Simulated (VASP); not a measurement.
# C (P6_3/mmc) in VASP: further runs, part 2 of 2

VASP 6.6.1. Earlier steps stand in the parts before.

## Step 3: Relaxation of shape and atoms at fixed volume, r2SCAN (5.14 Å³/atom)

This run uses another cell than the first one, of 5.14 Å³/atom.

POSCAR

```
C
1.0
    2.4319929846      0.0000000000      0.0000000000
   -1.2159964923      2.1061677065      0.0000000000
    0.0000000000      0.0000000000      8.0252040388
C
8
Direct
    0.0000000000      0.0000000000      0.0929185304
    0.0000000000      0.0000000000      0.5929185304
    0.0000000000      0.0000000000      0.4070814696
    0.0000000000      0.0000000000      0.9070814696
    0.3333333333      0.6666666667      0.1556018865
    0.6666666667      0.3333333333      0.6556018865
    0.3333333333      0.6666666667      0.3443981135
    0.6666666667      0.3333333333      0.8443981135
```

INCAR.step1

```
PREC = Accurate
ENCUT = 600
ISMEAR = 0
SIGMA = 0.02
LREAL = F
LASPH = T
NELM = 80
GGA = PE
ALGO = Normal
EDIFF = 1E-4
LWAVE = T
LCHARG = F
```

INCAR.step2

```
PREC = Accurate
ENCUT = 600
EDIFF = 1E-6
ISMEAR = 0
SIGMA = 0.02
LREAL = F
LASPH = T
NELM = 80
ALGO = Normal
ISIF = 4
LWAVE = F
LCHARG = F
METAGGA = R2SCAN
LMIXTAU = T
IBRION = 2
NSW = 50
EDIFFG = -0.01
ISTART = 1
```

KPOINTS

```
Automatic mesh
0
Gamma
  12 12 4
```

Potentials or basis: VASP PAW PBE potentials, release 64 (C).

Started as:

```sh
cat potpaw_PBE.64/C/POTCAR > POTCAR
cp INCAR.step1 INCAR
mpirun -np 1 vasp_std > vasp.out
cp INCAR.step2 INCAR
mpirun -np 1 vasp_std > vasp.out
```

OUTCAR:

```text
PREC = Accurate
   ENCUT = 600
   EDIFF = 1E-6
   ISMEAR = 0
   LREAL = F
   LASPH = T
   NELM = 80
   ISIF = 4
   METAGGA = R2SCAN
   IBRION = 2
   NSW = 50
   EDIFFG = -0.01
   ISTART = 1

 ion  position               nearest neighbor table
   1  0.000  0.000  0.093-   4 1.49   5 1.49   5 1.49   5 1.49
   2  0.000  0.000  0.593-   3 1.49   6 1.49   6 1.49   6 1.49
   3  0.000  0.000  0.407-   2 1.49   7 1.49   7 1.49   7 1.49
   4  0.000  0.000  0.907-   1 1.49   8 1.49   8 1.49   8 1.49
   5  0.333  0.667  0.156-   1 1.49   1 1.49   1 1.49   7 1.52
   6  0.667  0.333  0.656-   2 1.49   2 1.49   2 1.49   8 1.52
   7  0.333  0.667  0.344-   3 1.49   3 1.49   3 1.49   5 1.52
   8  0.667  0.333  0.844-   4 1.49   4 1.49   4 1.49   6 1.52

  LATTYP: Found a hexagonal cell.
 ALAT       =     2.4319929846
 C/A-ratio  =     3.2998467058

  Lattice vectors:

 A1 = (   2.4319929846,   0.0000000000,   0.0000000000)
 A2 = (  -1.2159964923,   2.1061677065,   0.0000000000)
 A3 = (   0.0000000000,   0.0000000000,   8.0252040388)

Analysis of symmetry for initial positions (statically):
=====================================================================
 Subroutine PRICEL returns:
 Original cell was already a primitive cell.

 Routine SETGRP: Setting up the symmetry group for a
 hexagonal supercell.

 Subroutine GETGRP returns: Found 24 space group operations
 (whereof 12 operations were pure point group operations)
 out of a pool of 24 trial point group operations.

The static configuration has the point symmetry D_3d.
 The point group associated with its full space group is D_6h.

Analysis of symmetry for dynamics (positions and initial velocities):
=====================================================================
 Subroutine PRICEL returns:
 Original cell was already a primitive cell.

 Routine SETGRP: Setting up the symmetry group for a
 hexagonal supercell.

 Subroutine GETGRP returns: Found 24 space group operations
 (whereof 12 operations were pure point group operations)
 out of a pool of 24 trial point group operations.

The dynamic configuration has the point symmetry D_3d.
 The point group associated with its full space group is D_6h.

 Subroutine INISYM returns: Found 24 space group operations
 (whereof 12 operations are pure point group operations),
 and found     1 'primitive' translations

----------------------------------------------------------------------------------------

                                     Primitive cell

  volume of cell :      41.1066

  direct lattice vectors                    reciprocal lattice vectors
     2.431992985  0.000000000  0.000000000     0.411185397  0.237397999  0.000000000
    -1.215996492  2.106167706  0.000000000     0.000000000  0.474795999  0.000000000
     0.000000000  0.000000000  8.025204039     0.000000000  0.000000000  0.124607424

  length of vectors
     2.431992985  2.431992985  8.025204039     0.474795999  0.474795999  0.124607424

  position of ions in fractional coordinates (direct lattice)
     0.000000000  0.000000000  0.092918530
     0.000000000  0.000000000  0.592918530
     0.000000000  0.000000000  0.407081470
     0.000000000  0.000000000  0.907081470
[... 66 lines left out ...]
  0.250000  0.000000  0.250000     12.000000
  0.333333  0.000000  0.250000     12.000000
 [... further k-points ...]
   k-points           NKPTS =     57   k-points in BZ     NKDIM =     57   number of bands    NBANDS=     21
   number of dos      NEDOS =    301   number of ions     NIONS =      8
   total plane-waves  NPLWV =  25600
   dimension x,y,z NGX =    20 NGY =   20 NGZ =   64
   dimension x,y,z NGXF=    40 NGYF=   40 NGZF=  128
   ions per type =               8
   NGX,Y,Z   is equivalent  to a cutoff of  13.67, 13.67, 13.26 a.u.
   NGXF,Y,Z  is equivalent  to a cutoff of  27.34, 27.34, 26.52 a.u.
 SYSTEM =  unknown system
   PREC   = accura    normal or accurate (medium, high low for compatibility)
   ISTART =      1    job   : 0-new  1-cont  2-samecut
   ICHARG =      0    charge: 1-file 2-atom 10-const
   ISPIN  =      1    spin polarized calculation?
   LNONCOLLINEAR =      F non collinear calculations
   LSORBIT =      F    spin-orbit coupling
   LASPH  =      T    aspherical Exc in radial PAW
   ENCUT  =  600.0 eV  44.10 Ry    6.64 a.u.   4.86  4.86 16.03*2*pi/ulx,y,z
   NELM   =     80;   NELMIN=  2; NELMDL=  0     # of ELM steps
   EDIFF  = 0.1E-05   stopping-criterion for ELM
   LREAL  =      F    real-space projection
   EDIFFG = -.1E-01   stopping-criterion for IOM
   NSW    =     50    number of steps for IOM
   IBRION =      2    ionic relax: 0-MD 1-quasi-New 2-CG
   NFREE  =      1    steps in history (QN), initial steepest desc. (CG)
   ISIF   =      4    stress and relaxation
   ISYM   =      2    0-nonsym 1-usesym 2-fastsym
   POTIM  = 0.5000    time-step for ionic-motion
   TEBEG  =    0.0;   TEEND  =   0.0 temperature during run
   PSTRESS=    0.0 pullay stress
   NELECT =      32.0000    total number of electrons
   NUPDOWN=      -1.0000    fix difference up-down
   EMIN   =  10.00;   EMAX   =-10.00  energy-range for DOS
   EFERMI =   0.00;   METHOD = LEGACY
   ISMEAR =     0;   SIGMA  =   0.02  broadening in eV -4-tet -1-fermi 0-gaus
   EFERMI_NEDOS =   21; number of points for ismear=-14 and -15
   IALGO  =     38    algorithm
   IMIX   =      4    mixing-type and parameters
     AMIX     =   0.40;   BMIX     =  1.00
     AMIX_MAG =   1.60;   BMIX_MAG =  1.00
  volume/ion in A,a.u.               =       5.14        34.68
  Fermi-wavevector in a.u.,A,eV,Ry     =   1.505986  2.845902 30.857944  2.267995
  Thomas-Fermi vector in A             =   2.616763
   LORBIT       =      0    0 simple, 1 ext, 2 COOP (PROOUT), +10 PAW based schemes
   METAGGA = R2SCAN    functional components
   LHFCALC =     F    Hartree Fock is set to
   AEXX    =    0.0000 exact exchange contribution
   IVDW    =     0    specifies the selected vdW correction
   LEPSILON=     F    determine dielectric tensor
   LRPA    =     F    only Hartree local field effects (RPA)
 conjugate gradient relaxation of ions
 non-spin polarized calculation
 Gauss-broadening in eV      SIGMA  =   0.02
  energy-cutoff  :      600.00
  volume of cell :       41.11
 maximum number of plane-waves:      1404
 NGX is ok and might be reduce to    20
   NGX =  9   NGY =  9   NGZ = 33

--------------------------------------- Ionic step        1  -------------------------------------------

 number of electron      32.0000004 magnetization

 Free energy of the ion-electron system (eV)
  ---------------------------------------------------
  ext. energy  EPLUGINS =         0.00000000
  ---------------------------------------------------
  free energy    TOTEN  =       -77.94065797 eV

  energy without entropy =      -77.94065797  energy(sigma->0) =      -77.94065797

------------------------ aborting loop because EDIFF is reached ----------------------------------------

  FORCE on cell =-STRESS in cart. coord.  units (eV):
  Direction    XX          YY          ZZ          XY          YZ          ZX
  --------------------------------------------------------------------------------------
  -------------------------------------------------------------------------------------
  Total       13.1099800     13.1099800     13.1407646      0.0000000     -0.0000000      0.0000000
  in kB      510.9768917    510.9768917    512.1767591      0.0000000     -0.0000000      0.0000000
  external PRESSURE =     511.3768475 kB  Pullay stress =       0.0000000 kB
[... 71 lines left out ...]
--------------------------------------- Ionic step        3  -------------------------------------------

 number of electron      32.0000004 magnetization

 Free energy of the ion-electron system (eV)
  ---------------------------------------------------
  ext. energy  EPLUGINS =         0.00000000
  ---------------------------------------------------
  free energy    TOTEN  =       -77.94069898 eV

  energy without entropy =      -77.94069898  energy(sigma->0) =      -77.94069898

 E-fermi :  11.5801     XC(G=0): -14.8051

 val. band max:       11.3781031254   @ k =   0.0000   0.0000   0.0000
 cond. band min:      16.3859475473   @ k =   0.4167   0.0000   0.0000
 fundamental gap:      5.0078444219
 Fermi energy:        11.5800860783

 k-point     1 :       0.0000    0.0000    0.0000
  band No.  band energies     occupation
      1     -12.9242      2.00000
      2     -11.0858      2.00000
      3     -10.9788      2.00000
      4      -6.4989      2.00000
      5      -4.0440      2.00000
      6       3.5335      2.00000
[... 565 lines left out ...]
     20      19.6228      0.00000
     21      20.3769      0.00000

 [... further k-points ...]

------------------------ aborting loop because EDIFF is reached ----------------------------------------

  FORCE on cell =-STRESS in cart. coord.  units (eV):
  Direction    XX          YY          ZZ          XY          YZ          ZX
  --------------------------------------------------------------------------------------
  -------------------------------------------------------------------------------------
  Total       13.1033443     13.1033443     13.1455788      0.0000000      0.0000000      0.0000000
  in kB      510.7182569    510.7182569    512.3643981      0.0000000      0.0000000      0.0000000
  external PRESSURE =     511.2669707 kB  Pullay stress =       0.0000000 kB
[... 23 lines left out ...]
  FREE ENERGIE OF THE ION-ELECTRON SYSTEM (eV)
  ---------------------------------------------------
  free  energy   TOTEN  =       -77.9406989802 eV

  energy  without entropy=      -77.9406989802  energy(sigma->0) =      -77.94069898

 reached required accuracy - stopping structural energy minimisation
```

It took 8.9 min on 1 thread of Oxide Virtual Turin-like, shared host; peak memory 0.15 GiB.

What came out:

| Item | Value |
| --- | --- |
| Free energy | -77.9407 eV |
| Energy gained by relaxing | 0.0 meV/atom |
| Ionic steps | 3 |
| Pressure after relaxing | 51.1 GPa |
| Largest force after relaxing | 0.005 eV/Å |
| Band gap on the k mesh | 5.01 eV (least direct gap 5.73 eV) |

Forces in eV/Å, atoms in the order of the input:
```
C    0.000  0.000  0.005
C    0.000  0.000  0.005
C    0.000  0.000 -0.005
C    0.000  0.000 -0.005
C    0.000  0.000  0.002
C    0.000  0.000  0.002
C    0.000  0.000 -0.002
C    0.000  0.000 -0.002
```

Final structure:
```yaml
crystal:
  lattice:
    - [2.43196, 0.00000, 0.00000]
    - [-1.21598, 2.10614, 0.00000]
    - [0.00000, 0.00000, 8.02545]
  atoms:
    - { symbol: C, position: [0.00000, 0.00000, 0.09289] }
    - { symbol: C, position: [0.00000, 0.00000, 0.59289] }
    - { symbol: C, position: [0.00000, 0.00000, 0.40711] }
    - { symbol: C, position: [0.00000, 0.00000, 0.90711] }
    - { symbol: C, position: [0.33333, 0.66667, 0.15566] }
    - { symbol: C, position: [0.66667, 0.33333, 0.65566] }
    - { symbol: C, position: [0.33333, 0.66667, 0.34434] }
    - { symbol: C, position: [0.66667, 0.33333, 0.84434] }
```

Caveat: the PAW data sets were made with another functional, which shifts forces and pressure a little. A k mesh can miss the band edges.
